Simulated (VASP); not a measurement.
A run of VASP 6.6.1 is set up as follows.

INCAR

```
PREC = Accurate
ENCUT = 520
EDIFF = 1E-6
ISMEAR = 0
SIGMA = 0.1
LREAL = False
LASPH = True
NELM = 100
ALGO = Normal
ISIF = 2
LWAVE = False
LCHARG = False
GGA = PE
NBANDS = 24
```

The input KPOINTS:

```
Automatic mesh
0
Gamma
  4 4 4
```

The input POSCAR:

```
InSe3
1.0
    4.4902216022      0.0000000000      0.0000000000
    0.0000000000      4.4902216022      0.0000000000
    0.0000000000      0.0000000000      4.4902216022
In Se
1 3
Direct
    0.0000000000      0.0000000000      0.0000000000
    0.0000000000      0.5000000000      0.5000000000
    0.5000000000      0.0000000000      0.5000000000
    0.5000000000      0.5000000000      0.0000000000
```

Potentials or basis: VASP PAW PBE potentials, release 64 (In_d, Se).

Command:

```bash
$ cat potpaw_PBE.64/In_d/POTCAR potpaw_PBE.64/Se/POTCAR > POTCAR
$ mpirun -np 1 vasp_std > vasp.out
```

(1) Predict the pressure.

(2) Estimate the band gap on the k mesh.

## Answers

(1) 0.3 GPa.

(2) zero (an odd number of electrons rules out a gap without spin polarisation).

Caveat: spin-orbit coupling is left out, which moves the levels of the heavy elements.
